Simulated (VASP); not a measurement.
# C (Pm-3n) in VASP: notebook

The runs below take C through single point, relaxation of cell and atoms, with revPBE.

Program: VASP 6.6.1. These are calculated values, not measurements. Logs are shortened: lines on timing, memory, paths and dates and some standing lists are left out, and cuts for length are marked.

### 1 The cell of the first run

It takes space group Pm-3n (No. 223, cubic). Conventional cell: a = 3.895 Å, b = 3.895 Å, c = 3.895 Å, α = 90.00°, β = 90.00°, γ = 90.00°. C (site symmetry m-3) has 12 C at 2.18 Å within 2.9 Å. Within 2.6 Å of C (site symmetry -4m2) lie 14 C at 1.95 to 2.39 Å.

### 2 Single point, revPBE

INCAR reads:

```
SYSTEM = C
PREC = Accurate ; ENCUT = 520
EDIFF = 1E-6 ; ISMEAR = -1
SIGMA = 0.1 ; LREAL = .FALSE.
LASPH = .TRUE. ; NELM = 100
ALGO = Normal ; ISIF = 2
LWAVE = .FALSE. ; LCHARG = .FALSE.
GGA = RE ; NBANDS = 26
```

KPOINTS reads:

```
Automatic mesh
0
G
  7 7 7
  0 0 0
```

POSCAR reads:

```
C
1.0
    3.8947134044      0.0000000000      0.0000000000
    0.0000000000      3.8947134044      0.0000000000
    0.0000000000      0.0000000000      3.8947134044
C
8
Direct
    1.0000000000      0.0000000000      1.0000000000
    0.5000000000      0.5000000000      0.5000000000
    0.2500000000      0.0000000000      0.5000000000
    0.7500000000      1.0000000000      0.5000000000
    0.5000000000      0.2500000000      1.0000000000
    0.5000000000      0.7500000000      0.0000000000
    1.0000000000      0.5000000000      0.2500000000
    1.0000000000      0.5000000000      0.7500000000
```

Potentials or basis: VASP PAW PBE potentials, release 64 (C).

Run with:

```console
$ cat potpaw_PBE.64/C/POTCAR > POTCAR
$ mpirun -np 1 vasp_std > vasp.out
```

OUTCAR:

```text
SYSTEM = C
   PREC = Accurate
   ENCUT = 520
   EDIFF = 1E-6
   ISMEAR = -1
   LREAL = .FALSE.
   LASPH = .TRUE.
   NELM = 100
   ISIF = 2
   GGA = RE

 ion  position               nearest neighbor table
   1  0.000  0.000  0.000-
   2  0.500  0.500  0.500-
   3  0.250  0.000  0.500-   4 1.95   4 1.95
   4  0.750  0.000  0.500-   3 1.95   3 1.95
   5  0.500  0.250  0.000-   6 1.95   6 1.95
   6  0.500  0.750  0.000-   5 1.95   5 1.95
   7  0.000  0.500  0.250-   8 1.95   8 1.95
   8  0.000  0.500  0.750-   7 1.95   7 1.95

  LATTYP: Found a simple cubic cell.
 ALAT       =     3.8947134044

  Lattice vectors:

 A1 = (   3.8947134044,   0.0000000000,   0.0000000000)
 A2 = (   0.0000000000,   3.8947134044,   0.0000000000)
 A3 = (   0.0000000000,   0.0000000000,   3.8947134044)

Analysis of symmetry for initial positions (statically):
=====================================================================
 Subroutine PRICEL returns:
 Original cell was already a primitive cell.

 Routine SETGRP: Setting up the symmetry group for a
 simple cubic supercell.

 Subroutine GETGRP returns: Found 48 space group operations
 (whereof 24 operations were pure point group operations)
 out of a pool of 48 trial point group operations.

The static configuration has the point symmetry T_h .
 The point group associated with its full space group is O_h .

Analysis of symmetry for dynamics (positions and initial velocities):
=====================================================================
 Subroutine PRICEL returns:
 Original cell was already a primitive cell.

 Routine SETGRP: Setting up the symmetry group for a
 simple cubic supercell.

 Subroutine GETGRP returns: Found 48 space group operations
 (whereof 24 operations were pure point group operations)
 out of a pool of 48 trial point group operations.

The dynamic configuration has the point symmetry T_h .
 The point group associated with its full space group is O_h .

 Subroutine INISYM returns: Found 48 space group operations
 (whereof 24 operations are pure point group operations),
 and found     1 'primitive' translations

----------------------------------------------------------------------------------------

                                     Primitive cell

  volume of cell :      59.0781

[... 97 lines left out ...]
   EDIFFG = 0.1E-04   stopping-criterion for IOM
   NSW    =      0    number of steps for IOM
   IBRION =     -1    ionic relax: 0-MD 1-quasi-New 2-CG
   NFREE  =      0    steps in history (QN), initial steepest desc. (CG)
   ISIF   =      2    stress and relaxation
   ISYM   =      2    0-nonsym 1-usesym 2-fastsym
   POTIM  = 0.5000    time-step for ionic-motion
   TEBEG  =    0.0;   TEEND  =   0.0 temperature during run
   PSTRESS=    0.0 pullay stress
   NELECT =      32.0000    total number of electrons
   NUPDOWN=      -1.0000    fix difference up-down
   EMIN   =  10.00;   EMAX   =-10.00  energy-range for DOS
   EFERMI =   0.00;   METHOD = LEGACY
   ISMEAR =    -1;   SIGMA  =   0.10  broadening in eV -4-tet -1-fermi 0-gaus
   EFERMI_NEDOS =   21; number of points for ismear=-14 and -15
   IALGO  =     38    algorithm
   IMIX   =      4    mixing-type and parameters
     AMIX     =   0.40;   BMIX     =  1.00
     AMIX_MAG =   1.60;   BMIX_MAG =  1.00
  volume/ion in A,a.u.               =       7.38        49.83
  Fermi-wavevector in a.u.,A,eV,Ry     =   1.334492  2.521824 24.230194  1.780869
  Thomas-Fermi vector in A             =   2.463269
   LORBIT       =      0    0 simple, 1 ext, 2 COOP (PROOUT), +10 PAW based schemes
   GGA     = RE    functional components
   LHFCALC =     F    Hartree Fock is set to
   AEXX    =    0.0000 exact exchange contribution
   IVDW    =     0    specifies the selected vdW correction
   LEPSILON=     F    determine dielectric tensor
   LRPA    =     F    only Hartree local field effects (RPA)
 non-spin polarized calculation
  energy-cutoff  :      520.00
  volume of cell :       59.08
 maximum number of plane-waves:      1600
 NGX is ok and might be reduce to    30
   NGX = 15   NGY = 15   NGZ = 15

 number of electron      32.0000001 magnetization

 Free energy of the ion-electron system (eV)
  ---------------------------------------------------
  ext. energy  EPLUGINS =         0.00000000
  ---------------------------------------------------
  free energy    TOTEN  =       -34.78191617 eV

  energy without entropy =      -34.69142164  energy(sigma->0) =      -34.73666891

 E-fermi :   7.5709     XC(G=0): -12.6059

 val. band max:        7.5482365617   @ k =   0.4286   0.2857   0.2857
 cond. band min:       7.6613783838   @ k =   0.4286   0.2857   0.2857
 fundamental gap:      0.1131418221
 Fermi energy:         7.5708986813

 k-point     1 :       0.0000    0.0000    0.0000
  band No.  band energies     occupation
      1     -11.1652      2.00000
      2      -3.7646      2.00000
      3      -3.7646      2.00000
      4      -3.6631      2.00000
      5      -2.2438      2.00000
      6      -2.2438      2.00000
[... 569 lines left out ...]
     25      10.4193      0.00000
     26      10.7287      0.00000

------------------------ aborting loop because EDIFF is reached ----------------------------------------

  FORCE on cell =-STRESS in cart. coord.  units (eV):
  Direction    XX          YY          ZZ          XY          YZ          ZX
  --------------------------------------------------------------------------------------
  -------------------------------------------------------------------------------------
  Total        0.0385130      0.0385130      0.0385130     -0.0000000      0.0000000      0.0000000
  in kB        1.0444589      1.0444589      1.0444589     -0.0000000      0.0000000      0.0000000
  external PRESSURE =       1.0444589 kB  Pullay stress =       0.0000000 kB

 VOLUME and BASIS-vectors are now :
 -----------------------------------------------------------------------------
  energy-cutoff  :      520.00
  volume of cell :       59.08
      direct lattice vectors                 reciprocal lattice vectors
     3.894713404  0.000000000  0.000000000     0.256758302  0.000000000  0.000000000
     0.000000000  3.894713404  0.000000000     0.000000000  0.256758302  0.000000000
     0.000000000  0.000000000  3.894713404     0.000000000  0.000000000  0.256758302

 POSITION                                       TOTAL-FORCE (eV/Angst)
 -----------------------------------------------------------------------------------
      0.00000      0.00000      0.00000         0.000000      0.000000      0.000000
      1.94736      1.94736      1.94736         0.000000      0.000000      0.000000
      0.97368      0.00000      1.94736         0.000000     -0.000000      0.000000
      2.92104      0.00000      1.94736        -0.000000      0.000000     -0.000000
      1.94736      0.97368      0.00000         0.000000     -0.000000     -0.000000
      1.94736      2.92104      0.00000        -0.000000      0.000000      0.000000
      0.00000      1.94736      0.97368         0.000000      0.000000     -0.000000
      0.00000      1.94736      2.92104        -0.000000     -0.000000      0.000000
 -----------------------------------------------------------------------------------
    total drift:                                0.000000      0.000000      0.000000

  FREE ENERGIE OF THE ION-ELECTRON SYSTEM (eV)
  ---------------------------------------------------
  free  energy   TOTEN  =       -34.7819161718 eV

  energy  without entropy=      -34.6914216423  energy(sigma->0) =      -34.73666891
```

OSZICAR:

```text
N       E                     dE             d eps       ncg     rms          rms(c)
DAV:   1     0.712343341029E+02    0.71234E+02   -0.15738E+04  1040   0.116E+03
DAV:   2    -0.278313629416E+02   -0.99066E+02   -0.89124E+02  1248   0.193E+02
DAV:   3    -0.346889497708E+02   -0.68576E+01   -0.64597E+01  1560   0.380E+01
DAV:   4    -0.348169096894E+02   -0.12796E+00   -0.12740E+00  1246   0.554E+00
DAV:   5    -0.348209675818E+02   -0.40579E-02   -0.40520E-02  1472   0.809E-01    0.293E+00
DAV:   6    -0.347927190242E+02    0.28249E-01   -0.15814E-02  1178   0.688E-01    0.167E+00
DAV:   7    -0.347817095411E+02    0.11009E-01   -0.26003E-02  1364   0.867E-01    0.992E-02
DAV:   8    -0.347818567730E+02   -0.14723E-03   -0.98929E-04  1310   0.170E-01    0.609E-02
DAV:   9    -0.347819175202E+02   -0.60747E-04   -0.79057E-05  1368   0.558E-02    0.114E-02
DAV:  10    -0.347819164613E+02    0.10588E-05   -0.12253E-05  1612   0.174E-02    0.451E-03
DAV:  11    -0.347819161718E+02    0.28952E-06   -0.10296E-06   660   0.614E-03
   1 F= -.34781916E+02 E0= -.34736669E+02  d E =-.904945E-01
```

It took 18 s on 1 thread of Intel Xeon Platinum 8488C (Sapphire Rapids), shared host; peak memory 0.16 GiB.

What came out:

* Free energy: -34.7819 eV
* Pressure: 0.1 GPa
* Band gap on the k mesh: zero (band 16 reaches 8.47 eV, above the bottom of band 17 at 6.13 eV)

Caveat: the PAW data sets were made with another functional, which shifts forces and pressure a little.

### 3 Single point, revPBE

INCAR reads:

```
PREC     = Accurate       # precision mode
ENCUT    = 520            # plane-wave cutoff, eV
EDIFF    = 1E-7           # SCF threshold, eV
ISMEAR   = -1             # smearing method
SIGMA    = 0.1            # smearing width, eV
LREAL    = F              # projectors in reciprocal space
LASPH    = T              # aspherical terms in the spheres
NELM     = 80             # most SCF steps
ALGO     = Normal         # electronic algorithm
ISIF     = 2              # what is computed and relaxed
LWAVE    = F              # write WAVECAR
LCHARG   = F              # write CHGCAR
GGA      = RE             # functional
NBANDS   = 26             # bands
```

KPOINTS reads:

```
Automatic mesh
0
Gamma
  9 9 9
```

POSCAR is that of step 2.

Potentials or basis: VASP PAW PBE potentials, release 64 (C).

Run with:

```console
$ cat potpaw_PBE.64/C/POTCAR > POTCAR
$ mpirun -np 1 vasp_std > vasp.out
```

It took 33 s on 1 thread of Intel Xeon Platinum 8488C (Sapphire Rapids), shared host; peak memory 0.18 GiB.

The run converged. Its results:

```
Free energy            : -34.7457 eV
Pressure               : 0.8 GPa
Band gap on the k mesh : zero (band 16 reaches 8.77 eV, above the bottom of band 17 at 6.08 eV)
```

Levels at points of the mesh, in eV from the Fermi level:
```csv
k point,band 13,band 14,band 15,band 16,band 17,band 18,band 19,band 20,band 21,band 22
"(0.00, 0.00, 0.00)",-3.11,-3.06,-3.06,-3.06,-0.90,-0.90,-0.90,-0.55,2.91,2.91
```

Caveat: the PAW data sets were made with another functional, which shifts forces and pressure a little.

### 4 Relaxation of cell and atoms, revPBE

This run uses another cell than the first one, of 6.62 Å³/atom, 0.896 times its volume.

INCAR reads:

```
SYSTEM = C
PREC     = Accurate       ! precision mode
ENCUT    = 600            ! plane-wave cutoff, eV
EDIFF    = 1E-7           ! SCF threshold, eV
ISMEAR   = -1             ! smearing method
SIGMA    = 0.1            ! smearing width, eV
LREAL    = .FALSE.        ! projectors in reciprocal space
LASPH    = .TRUE.         ! aspherical terms in the spheres
NELM     = 80             ! most SCF steps
ALGO     = Normal         ! electronic algorithm
ISIF     = 3              ! what is computed and relaxed
LWAVE    = .FALSE.        ! write WAVECAR
LCHARG   = .FALSE.        ! write CHGCAR
GGA      = RE             ! functional
IBRION   = 2              ! ionic algorithm
NSW      = 80             ! ionic steps
EDIFFG   = -0.01          ! ionic threshold
```

KPOINTS reads:

```
regular mesh
0
G
  7 7 7
  0 0 0
```

POSCAR reads:

```
C
1.0
    3.7546000832      0.0000000000      0.0000000000
    0.0000000000      3.7546000832      0.0000000000
    0.0000000000      0.0000000000      3.7546000832
C
8
Direct
    0.0000000000      0.0000000000      0.0000000000
    0.5000000000      0.5000000000      0.5000000000
    0.2500000000      0.0000000000      0.5000000000
    0.7500000000      0.0000000000      0.5000000000
    0.5000000000      0.2500000000      0.0000000000
    0.5000000000      0.7500000000      0.0000000000
    0.0000000000      0.5000000000      0.2500000000
    0.0000000000      0.5000000000      0.7500000000
```

Run with:

```console
$ cat potpaw_PBE.64/C/POTCAR > POTCAR
$ mpirun -np 1 vasp_std > vasp.out
```

Wall time 47 s (1 thread of Intel Xeon Platinum 8488C (Sapphire Rapids), shared host); peak memory 0.16 GiB.

The run converged. Its results:

| Quantity | Value |
| --- | --- |
| Free energy | -34.7767 eV |
| Relaxed volume | 7.38 Å³/atom |
| Relaxed cell | a = 3.895 Å, b = 3.895 Å, c = 3.895 Å, α = 90.00°, β = 90.00°, γ = 90.00° |
| Space group after relaxing (to 0.05 Å) | Pm-3n (No. 223) |
| Energy gained by relaxing | 44.4 meV/atom |
| Ionic steps | 3 |
| Pressure after relaxing | 0.0 GPa |
| Band gap on the k mesh | zero (band 16 reaches 8.47 eV, above the bottom of band 17 at 6.13 eV) |

Step by step:
```tsv
step	energy change (eV)	largest force (eV/Å)	pressure (GPa)	volume (Å³)
1	0.0000	0.0000	20.15	52.93
2	-0.3533	0.0000	-1.17	59.56
3	-0.3550	0.0000	0.04	59.07
```

Final structure:
```xyz
8
Lattice="3.8946 0.0000 0.0000 0.0000 3.8946 0.0000 0.0000 0.0000 3.8946" Properties=species:S:1:pos:R:3 pbc="T T T"
C     0.0000    0.0000    0.0000
C     1.9473    1.9473    1.9473
C     0.9736    0.0000    1.9473
C     2.9209    0.0000    1.9473
C     1.9473    0.9736    0.0000
C     1.9473    2.9209    0.0000
C     0.0000    1.9473    0.9736
C     0.0000    1.9473    2.9209
```

Levels at points of the mesh, in eV from the Fermi level:
| k point | band 13 | band 14 | band 15 | band 16 | band 17 | band 18 | band 19 | band 20 |
| --- | --- | --- | --- | --- | --- | --- | --- | --- |
| (0.00, 0.00, 0.00) | -3.15 | -3.10 | -3.10 | -3.10 | -0.94 | -0.94 | -0.94 | -0.59 |

Caveat: the PAW data sets were made with another functional, which shifts forces and pressure a little.

### 5 The runs side by side

```csv
task,cell,k mesh,cutoff (eV),gap on the mesh (eV),pressure (GPa)
single point,"a = 3.895 Å, 8 atoms",7 × 7 × 7,520,none,0.1
single point,"a = 3.895 Å, 8 atoms",9 × 9 × 9,520,none,0.8
relaxation of cell and atoms,"relaxed from a = 3.755 Å, 8 atoms",7 × 7 × 7,600,none,0.0
```

Alike in all rows: level revPBE; potentials or basis VASP PAW PBE potentials, release 64 (C); no spin polarisation; smearing fermi-dirac 0.1 eV.

Caveats: the PAW data sets were made with another functional, which shifts forces and pressure a little.

Absolute energies hang on the potentials; compare differences alone.
